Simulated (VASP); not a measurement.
Crystal: Na3In.

```
CELL_PARAMETERS angstrom
0.00000 3.89046 3.89046
3.89046 0.00000 3.89046
3.89046 3.89046 0.00000
ATOMIC_POSITIONS crystal
Na 0.25000 0.25000 0.25000
Na 0.75000 0.75000 0.75000
Na 0.50000 0.50000 0.50000
In 0.00000 0.00000 0.00000
```

```yaml
Program: VASP 6.6.1
Task: relaxation of cell and atoms
Functional: PBEsol
Dispersion: D3(BJ)
Potentials_or_basis: VASP PAW PBE potentials, release 64 (Na_pv, In_d)
Cutoff: 500 eV
k_mesh: 6 × 6 × 6
Occupations: fermi-dirac, width 0.1 eV
Spin: no spin polarisation
```

At the start: pressure -1.5 GPa; volume 29.44 Å³/atom.

Task: Where does the relaxation end?

Result: Over 4 steps the energy falls by 14.3 meV/atom and the volume is 26.54 Å³/atom (-9.9 %); space group Fm-3m (No. 225, to 0.1 Å) before and after.

The path:
```csv
step,energy change (eV),largest force (eV/Å),pressure (GPa),volume (Å³)
1,0.0000,0.0000,-1.46,117.77
2,-0.0348,0.0000,-0.99,113.26
3,-0.0566,0.0000,-0.21,107.54
4,-0.0574,0.0000,0.03,106.16
```

Final structure:
```
Na In
1.0
     0.00000    3.75816    3.75816
     3.75816    0.00000    3.75816
     3.75816    3.75816    0.00000
Na In
3 1
Direct
  0.25000 0.25000 0.25000
  0.75000 0.75000 0.75000
  0.50000 0.50000 0.50000
  0.00000 0.00000 0.00000
```

Caveat: the PAW data sets were made with another functional, which shifts forces and pressure a little.
